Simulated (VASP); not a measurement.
A run of VASP 6.6.1 is set up as follows.

Contents of INCAR:

```
SYSTEM = Al3Cu
PREC     = Accurate       ! precision mode
ENCUT    = 600            ! plane-wave cutoff, eV
EDIFF    = 1E-6           ! SCF threshold, eV
ISMEAR   = 1              ! smearing method
SIGMA    = 0.05           ! smearing width, eV
LREAL    = .False.        ! projectors in reciprocal space
LASPH    = .True.         ! aspherical terms in the spheres
NELM     = 120            ! most SCF steps
ALGO     = Normal         ! electronic algorithm
ISIF     = 2              ! what is computed and relaxed
LWAVE    = .False.        ! write WAVECAR
LCHARG   = .False.        ! write CHGCAR
GGA      = PS             ! functional
NBANDS   = 18             ! bands
GGA_COMPAT= .False.
```

File KPOINTS:

```
regular mesh
0
Gamma
  4 4 2
  0 0 0
```

POSCAR

```
Al3Cu
1.0
    2.7784050000      0.0000000000      0.0000000000
    0.0000000000      2.7784050000      0.0000000000
    0.0000000000      0.0000000000      7.5134030000
Al Cu
3 1
Direct
    0.0000000000      0.0000000000      0.5000000000
    0.5000000000      0.5000000000      0.2261160000
    0.5000000000      0.5000000000      0.7738840000
    0.0000000000      0.0000000000      0.0000000000
```

Potentials or basis: VASP PAW PBE potentials, release 64 (Al, Cu).

Launch:

```bash
$ cat potpaw_PBE.64/Al/POTCAR potpaw_PBE.64/Cu/POTCAR > POTCAR
$ mpirun -np 1 vasp_std > vasp.out
```

Predict the pressure.

1.3 GPa.

What does it give for the band gap on the k mesh?

Zero (bands 10 and 11 overlap by 6.31 eV).

Predict the largest force.

0.338 eV/Å.

Stress tensor (GPa, compression positive):
```
 4.15  0.00  0.00
 0.00  4.15  0.00
 0.00  0.00 -4.48
```

Caveat: the k points lie up to 0.57 Å⁻¹ apart, too coarse for converged energies and pressures of a metal; the PAW data sets were made with another functional, which shifts forces and pressure a little.
